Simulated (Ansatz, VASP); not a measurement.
# Be: VASP beside Ansatz

Contents of INCAR:

```
ALGO = Normal
EDIFF = 1E-8
ENCUT = 520
GGA = PE
ISIF = 2
ISMEAR = -1
LASPH = T
LCHARG = F
LEFG = T
LREAL = F
LWAVE = F
NBANDS = 7
NELM = 80
PREC = Accurate
SIGMA = 0.05
```

KPOINTS

```
k-points
0
Gamma
  20 20 20
```

The input POSCAR:

```
Be
1.0
   -1.2585152229      1.2585152229      1.2585152229
    1.2585152229     -1.2585152229      1.2585152229
    1.2585152229      1.2585152229     -1.2585152229
Be
1
Direct
    0.0000000000      0.0000000000      0.0000000000
```

Input for Ansatz:

```yaml
crystal:
  lattice:
    - [-1.2585152229, 1.2585152229, 1.2585152229]
    - [1.2585152229, -1.2585152229, 1.2585152229]
    - [1.2585152229, 1.2585152229, -1.2585152229]
  atoms:
    - { symbol: Be, position: [0.0, 0.0, 0.0] }
kpoints:
  mp_grid: { grid: [20, 20, 20] }
scf:
  occupations: { method: fermi_dirac, width: 0.05 }
hamiltonian:
  xc: pbe
  pseudopotentials: { kind: paw }
output:
  forces: true
  stress: true
  eigenvalues: true
  efg: { contact_densities: true }
```

Change from the starting cell: volume scaled by 1.02, PAW files.

Alike in both runs: task electric field gradients; functional PBE; k mesh 20 × 20 × 20; occupations fermi-dirac, width 0.05 eV; no spin polarisation.

```csv
,VASP,Ansatz
version,VASP 6.6.1,Ansatz 0.2.0
potentials or method,"VASP PAW PBE potentials, release 64 (Be)","PAW with Ansatz's default frozen-core files, scalar-relativistic"
plane-wave cutoff (eV),520,420
valence electrons in the cell,2,2
```

Ansatz gave:

| Property | Result |
| --- | --- |
| pressure (GPa) | -2.4 |

Question: Which values does VASP return?

Answer: Pressure (GPa): -2.3.
